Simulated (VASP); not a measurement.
Here is a VASP 6.6.1 calculation.

File INCAR:

```
SYSTEM = PbF2
  ALGO = Normal
  EDIFF = 1E-8
  ENCUT = 520
  GGA = PS
  IBRION = 8
  ISIF = 2
  ISMEAR = 0
  LASPH = .TRUE.
  LCHARG = .FALSE.
  LREAL = .FALSE.
  LWAVE = .FALSE.
  NELM = 100
  NSW = 1
  PREC = Accurate
  SIGMA = 0.01
```

The input KPOINTS:

```
k-points
0
G
  8 8 8
  0 0 0
```

POSCAR

```
PbF2
1.0
    2.8752815980      2.8752815980      0.0000000000
   -2.8752815980      2.8752815980      0.0000000000
    0.0000000000      2.8752815980      2.8752815980
Pb F
1 2
Direct
    0.0000000000      0.0000000000      0.0000000000
    0.2500000000      0.7500000000      0.5000000000
    0.7500000000      0.2500000000      0.5000000000
```

Potentials or basis: VASP PAW PBE potentials, release 64 (Pb_d, F).

Launch:

```sh
$ cat potpaw_PBE.64/Pb_d/POTCAR potpaw_PBE.64/F/POTCAR > POTCAR
$ mpirun -np 1 vasp_std > vasp.out
```

Predict the highest phonon frequency at Γ, LO-TO splitting left out.

283 cm⁻¹.

Phonon frequencies in cm⁻¹ (negative: imaginary):
| q point | frequencies |
| --- | --- |
| (0.000, 0.000, 0.000) | 0 0 0 156 156 156 283 283 283 |

Caveat: the cell wasn't relaxed at this level first, which shifts response properties.
